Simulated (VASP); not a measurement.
# SnO2 (P4_2/mnm) in VASP: settings compared

The runs below take SnO2 through single point, with PBE, r2SCAN.

All numbers are computed with VASP 6.6.1; they aren't measurements. Logs are shortened: lines on timing, memory, paths and dates and some standing lists are left out, and cuts for length are marked.

## 1. The cell of the first run

It takes space group P4_2/mnm (No. 136, tetragonal). Conventional cell: a = 4.765 Å, b = 4.765 Å, c = 3.207 Å, α = 90.00°, β = 90.00°, γ = 90.00°. Sn (site symmetry mmm) has 6 O at 2.06 to 2.07 Å within 2.7 Å. O (site symmetry m2m) has 3 Sn at 2.06 to 2.07 Å and 1 O at 2.61 Å within 2.7 Å.

## 2. Single point, PBE

Input file INCAR:

```
PREC     = Accurate       # precision mode
ENCUT    = 520            # plane-wave cutoff, eV
EDIFF    = 1E-6           # SCF threshold, eV
ISMEAR   = -1             # smearing method
SIGMA    = 0.01           # smearing width, eV
LREAL    = F              # projectors in reciprocal space
LASPH    = T              # aspherical terms in the spheres
NELM     = 80             # most SCF steps
ALGO     = Normal         # electronic algorithm
ISIF     = 2              # what is computed and relaxed
LWAVE    = F              # write WAVECAR
LCHARG   = F              # write CHGCAR
GGA      = PE             # functional
NBANDS   = 35             # bands
```

Input file KPOINTS:

```
regular mesh
0
Gamma
  7 7 10
```

Input file POSCAR:

```
SnO2
1.0
    4.7648180450      0.0000000000      0.0000000000
    0.0000000000      4.7648180450      0.0000000000
    0.0000000000      0.0000000000      3.2074997700
Sn O
2 4
Direct
    0.5000000000      0.5000000000      0.5000000000
    0.0000000000      0.0000000000      0.0000000000
    0.1940277000      0.8059723000      0.5000000000
    0.8059723000      0.1940277000      0.5000000000
    0.3059723000      0.3059723000      0.0000000000
    0.6940277000      0.6940277000      0.0000000000
```

Potentials or basis: VASP PAW PBE potentials, release 64 (Sn_d, O).

The run is started by

```console
cat potpaw_PBE.64/Sn_d/POTCAR potpaw_PBE.64/O/POTCAR > POTCAR
mpirun -np 1 vasp_std > vasp.out
```

OUTCAR:

```text
PREC = Accurate
   ENCUT = 520
   EDIFF = 1E-6
   ISMEAR = -1
   LREAL = F
   LASPH = T
   NELM = 80
   ISIF = 2
   GGA = PE

 ion  position               nearest neighbor table
   1  0.500  0.500  0.500-   3 2.06   4 2.06   5 2.07   6 2.07   5 2.07   6 2.07   2 3.73   2 3.73
                             2 3.73   2 3.73   2 3.73   2 3.73   2 3.73   2 3.73
   2  0.000  0.000  0.000-   5 2.06   6 2.06   3 2.07   4 2.07   3 2.07   4 2.07   1 3.73   1 3.73
                             1 3.73   1 3.73   1 3.73   1 3.73   1 3.73   1 3.73
   3  0.194  0.806  0.500-   1 2.06   2 2.07   2 2.07
   4  0.806  0.194  0.500-   1 2.06   2 2.07   2 2.07
   5  0.306  0.306  0.000-   2 2.06   1 2.07   1 2.07
   6  0.694  0.694  0.000-   2 2.06   1 2.07   1 2.07

  LATTYP: Found a simple tetragonal cell.
 ALAT       =     4.7648180450
 C/A-ratio  =     0.6731631176

  Lattice vectors:

 A1 = (   4.7648180450,   0.0000000000,   0.0000000000)
 A2 = (   0.0000000000,   4.7648180450,   0.0000000000)
 A3 = (   0.0000000000,   0.0000000000,   3.2074997700)

Analysis of symmetry for initial positions (statically):
=====================================================================
 Subroutine PRICEL returns:
 Original cell was already a primitive cell.

 Routine SETGRP: Setting up the symmetry group for a
 simple tetragonal supercell.

 Subroutine GETGRP returns: Found 16 space group operations
 (whereof  8 operations were pure point group operations)
 out of a pool of 16 trial point group operations.

The static configuration has the point symmetry D_2h.
 The point group associated with its full space group is D_4h.

Analysis of symmetry for dynamics (positions and initial velocities):
=====================================================================
 Subroutine PRICEL returns:
 Original cell was already a primitive cell.

 Routine SETGRP: Setting up the symmetry group for a
 simple tetragonal supercell.

 Subroutine GETGRP returns: Found 16 space group operations
 (whereof  8 operations were pure point group operations)
 out of a pool of 16 trial point group operations.

The dynamic configuration has the point symmetry D_2h.
 The point group associated with its full space group is D_4h.

 Subroutine INISYM returns: Found 16 space group operations
 (whereof  8 operations are pure point group operations),
 and found     1 'primitive' translations

----------------------------------------------------------------------------------------

                                     Primitive cell

  volume of cell :      72.8214

  direct lattice vectors                    reciprocal lattice vectors
     4.764818045  0.000000000  0.000000000     0.209871603  0.000000000  0.000000000
     0.000000000  4.764818045  0.000000000     0.000000000  0.209871603  0.000000000
     0.000000000  0.000000000  3.207499770     0.000000000  0.000000000  0.311769313

  length of vectors
     4.764818045  4.764818045  3.207499770     0.209871603  0.209871603  0.311769313

  position of ions in fractional coordinates (direct lattice)
     0.500000000  0.500000000  0.500000000
     0.000000000  0.000000000  0.000000000
     0.194027700  0.805972300  0.500000000
     0.805972300  0.194027700  0.500000000
     0.305972300  0.305972300  0.000000000
     0.694027700  0.694027700  0.000000000

  ion indices of the primitive-cell ions
   primitive index   ion index
                 1           1
                 2           2
                 3           3
                 4           4
                 5           5
                 6           6

----------------------------------------------------------------------------------------

 KPOINTS: regular mesh

Automatic generation of k-mesh.
 Grid dimensions read from file:
 generate k-points for:    7    7   10

 Generating k-lattice:

  Cartesian coordinates                     Fractional coordinates (reciprocal lattice)
     0.029981658  0.000000000  0.000000000     0.142857143  0.000000000  0.000000000
     0.000000000  0.029981658  0.000000000     0.000000000  0.142857143  0.000000000
     0.000000000  0.000000000  0.031176931     0.000000000  0.000000000  0.100000000

  Length of vectors
     0.029981658  0.029981658  0.031176931

  Shift w.r.t. Gamma in fractional coordinates (k-lattice)
     0.000000000  0.000000000  0.000000000

 Subroutine IBZKPT returns following result:
 ===========================================

 Found     60 irreducible k-points:

 Following reciprocal coordinates:
            Coordinates               Weight
  0.000000  0.000000  0.000000      1.000000
  0.142857  0.000000  0.000000      4.000000
  0.285714  0.000000  0.000000      4.000000
  0.428571  0.000000  0.000000      4.000000
  0.142857  0.142857  0.000000      4.000000
  0.285714  0.142857  0.000000      8.000000
[... 16 lines left out ...]
  0.285714  0.000000  0.200000      8.000000
  0.428571  0.000000  0.200000      8.000000
 [... further k-points ...]
   k-points           NKPTS =     60   k-points in BZ     NKDIM =     60   number of bands    NBANDS=     35
   number of dos      NEDOS =    301   number of ions     NIONS =      6
   total plane-waves  NPLWV =  31104
   dimension x,y,z NGX =    36 NGY =   36 NGZ =   24
   dimension x,y,z NGXF=    72 NGYF=   72 NGZF=   48
   ions per type =               2   4
   NGX,Y,Z   is equivalent  to a cutoff of  12.56, 12.56, 12.44 a.u.
   NGXF,Y,Z  is equivalent  to a cutoff of  25.12, 25.12, 24.88 a.u.
 SYSTEM =  unknown system
   PREC   = accura    normal or accurate (medium, high low for compatibility)
   ISTART =      0    job   : 0-new  1-cont  2-samecut
   ICHARG =      2    charge: 1-file 2-atom 10-const
   ISPIN  =      1    spin polarized calculation?
   LNONCOLLINEAR =      F non collinear calculations
   LSORBIT =      F    spin-orbit coupling
   LASPH  =      T    aspherical Exc in radial PAW
   ENCUT  =  520.0 eV  38.22 Ry    6.18 a.u.   8.86  8.86  5.96*2*pi/ulx,y,z
   NELM   =     80;   NELMIN=  2; NELMDL= -5     # of ELM steps
   EDIFF  = 0.1E-05   stopping-criterion for ELM
   LREAL  =      F    real-space projection
   EDIFFG = 0.1E-04   stopping-criterion for IOM
   NSW    =      0    number of steps for IOM
   IBRION =     -1    ionic relax: 0-MD 1-quasi-New 2-CG
   NFREE  =      0    steps in history (QN), initial steepest desc. (CG)
   ISIF   =      2    stress and relaxation
   ISYM   =      2    0-nonsym 1-usesym 2-fastsym
   POTIM  = 0.5000    time-step for ionic-motion
   TEBEG  =    0.0;   TEEND  =   0.0 temperature during run
   PSTRESS=    0.0 pullay stress
   NELECT =      52.0000    total number of electrons
   NUPDOWN=      -1.0000    fix difference up-down
   EMIN   =  10.00;   EMAX   =-10.00  energy-range for DOS
   EFERMI =   0.00;   METHOD = LEGACY
   ISMEAR =    -1;   SIGMA  =   0.01  broadening in eV -4-tet -1-fermi 0-gaus
   EFERMI_NEDOS =   21; number of points for ismear=-14 and -15
   IALGO  =     38    algorithm
   IMIX   =      4    mixing-type and parameters
     AMIX     =   0.40;   BMIX     =  1.00
     AMIX_MAG =   1.60;   BMIX_MAG =  1.00
  volume/ion in A,a.u.               =      12.14        81.90
  Fermi-wavevector in a.u.,A,eV,Ry     =   1.463265  2.765169 29.132021  2.141143
  Thomas-Fermi vector in A             =   2.579380
   LORBIT       =      0    0 simple, 1 ext, 2 COOP (PROOUT), +10 PAW based schemes
   GGA     = PE    functional components
   LHFCALC =     F    Hartree Fock is set to
   AEXX    =    0.0000 exact exchange contribution
   IVDW    =     0    specifies the selected vdW correction
   LEPSILON=     F    determine dielectric tensor
   LRPA    =     F    only Hartree local field effects (RPA)
 non-spin polarized calculation
  energy-cutoff  :      520.00
  volume of cell :       72.82
 maximum number of plane-waves:      1988
 NGX is ok and might be reduce to    36
   NGX = 17   NGY = 17   NGZ = 11

 number of electron      52.0000005 magnetization

 Free energy of the ion-electron system (eV)
  ---------------------------------------------------
  ext. energy  EPLUGINS =         0.00000000
  ---------------------------------------------------
  free energy    TOTEN  =       -37.24423797 eV

  energy without entropy =      -37.24423797  energy(sigma->0) =      -37.24423797

 E-fermi :   6.2233     XC(G=0): -11.1654

 val. band max:        5.9400102889   @ k =   0.0000   0.0000   0.0000
 cond. band min:       6.9785199469   @ k =   0.0000   0.0000   0.0000
 fundamental gap:      1.0385096580
 Fermi energy:         6.2232659667

 k-point     1 :       0.0000    0.0000    0.0000
  band No.  band energies     occupation
      1     -15.1446      2.00000
      2     -14.3881      2.00000
      3     -14.1591      2.00000
      4     -14.1321      2.00000
      5     -14.1321      2.00000
      6     -14.0672      2.00000
[... 27 lines left out ...]
     34      17.8897      0.00000
     35      18.4555      0.00000

 k-point     2 :       0.1429    0.0000    0.0000
  band No.  band energies     occupation
      1     -15.1141      2.00000
      2     -14.4227      2.00000
      3     -14.1589      2.00000
      4     -14.1308      2.00000
      5     -14.1307      2.00000
      6     -14.0939      2.00000
[... 27 lines left out ...]
     34      17.9110      0.00000
     35      18.4607      0.00000

 k-point     3 :       0.2857    0.0000    0.0000
  band No.  band energies     occupation
      1     -15.0247      2.00000
      2     -14.5375      2.00000
      3     -14.1582      2.00000
      4     -14.1331      2.00000
      5     -14.1277      2.00000
      6     -14.1276      2.00000
[... 27 lines left out ...]
     34      18.0466      0.00000
     35      18.4199      0.00000
[... 723 lines left out ...]
 k-point    23 :       0.2857    0.0000    0.2000
  band No.  band energies     occupation
      1     -14.9068      2.00000
      2     -14.6083      2.00000
      3     -14.3942      2.00000
      4     -14.2361      2.00000
      5     -14.0837      2.00000
      6     -14.0628      2.00000
[... 27 lines left out ...]
     34      18.1055      0.00000
     35      18.2295      0.00000

 k-point    24 :       0.4286    0.0000    0.2000
  band No.  band energies     occupation
      1     -14.8276      2.00000
      2     -14.7249      2.00000
      3     -14.3418      2.00000
      4     -14.2835      2.00000
      5     -14.0742      2.00000
      6     -14.0648      2.00000
[... 27 lines left out ...]
     34      18.2938      0.00000
     35      18.3657      0.00000

 [... further k-points ...]
[... 5 lines left out ...]
  --------------------------------------------------------------------------------------
  -------------------------------------------------------------------------------------
  Total        3.1763226      3.1763226      3.8369254     -0.0000000      0.0000000      0.0000000
  in kB       69.8837044     69.8837044     84.4179219     -0.0000000      0.0000000      0.0000000
  external PRESSURE =      74.7284436 kB  Pullay stress =       0.0000000 kB

 VOLUME and BASIS-vectors are now :
 -----------------------------------------------------------------------------
  energy-cutoff  :      520.00
  volume of cell :       72.82
      direct lattice vectors                 reciprocal lattice vectors
     4.764818045  0.000000000  0.000000000     0.209871603  0.000000000  0.000000000
     0.000000000  4.764818045  0.000000000     0.000000000  0.209871603  0.000000000
     0.000000000  0.000000000  3.207499770     0.000000000  0.000000000  0.311769313

 POSITION                                       TOTAL-FORCE (eV/Angst)
 -----------------------------------------------------------------------------------
      2.38241      2.38241      1.60375         0.000000      0.000000      0.000000
      0.00000      0.00000      0.00000         0.000000      0.000000      0.000000
      0.92451      3.84031      1.60375         0.029317     -0.029317      0.000000
      3.84031      0.92451      1.60375        -0.029317      0.029317     -0.000000
      1.45790      1.45790      0.00000        -0.029317     -0.029317      0.000000
      3.30692      3.30692      0.00000         0.029317      0.029317     -0.000000
 -----------------------------------------------------------------------------------
    total drift:                                0.000000      0.000000      0.000000

  FREE ENERGIE OF THE ION-ELECTRON SYSTEM (eV)
  ---------------------------------------------------
  free  energy   TOTEN  =       -37.2442379749 eV

  energy  without entropy=      -37.2442379749  energy(sigma->0) =      -37.24423797
```

Run time: 49 s. Hardware: 1 thread of Intel Xeon 6975P-C (Granite Rapids), shared host; peak memory 0.25 GiB.

What came out:

- Free energy: -37.2442 eV
- Pressure: 7.5 GPa
- Largest force: 0.041 eV/Å
- Band gap on the k mesh: 1.04 eV, direct

Forces on the atoms (eV/Å):
```
Sn   0.000  0.000  0.000
Sn   0.000  0.000  0.000
O    0.029 -0.029  0.000
O   -0.029  0.029  0.000
O   -0.029 -0.029  0.000
O    0.029  0.029  0.000
```

Stress tensor (GPa, compression positive):
```
6.99 0.00 0.00
0.00 6.99 0.00
0.00 0.00 8.44
```

Caveat: spin-orbit coupling is left out, which moves the levels of the heavy elements. PBE gaps usually lie below the measured ones, often by a third to a half.

(Continued in part 2 of 2.)
